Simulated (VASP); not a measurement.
Runs of VASP 6.6.1 on Ge. The structure is that of space group Cmce (No. 64), or close to it. The cells are those of the table. 

```csv
cell,k mesh,smearing,gap on the mesh (eV),pressure (GPa),largest force (eV/Å)
"a = 6.076, b = 3.365, c = 6.769 Å, 8 atoms",4 × 6 × 4,gaussian 0.1 eV,none,(a),2.61
"a = 3.687, b = 4.111, c = 12.774 Å, angles 90.0, 90.0, 116.7°, 8 atoms",6 × 6 × 2,gaussian 0.2 eV,none,0.0,0.01
"a = 3.689, b = 4.113, c = 12.783 Å, angles 90.0, 90.0, 116.6°, 8 atoms",6 × 6 × 2,gaussian 0.2 eV,none,0.0,0.06
"a = 6.367, b = 3.699, c = 7.362 Å, 8 atoms",4 × 6 × 4,gaussian 0.1 eV,none,0.1,0.01
```

Alike in all rows: task single point; level PBE; potentials or basis VASP PAW PBE potentials, release 64 (Ge_d); no spin polarisation; cutoff (eV) 520.

Question: Estimate the missing entries.

Answer: (a) 26.4.

Caveats: forces of over 1 eV/Å act on the atoms, so gaps and moduli don't describe the material at rest (some runs).

A k mesh can miss the band edges, and the runs leave out spin-orbit coupling on Ge.

A gap of «none» marks levels without a gap at the run's occupations.
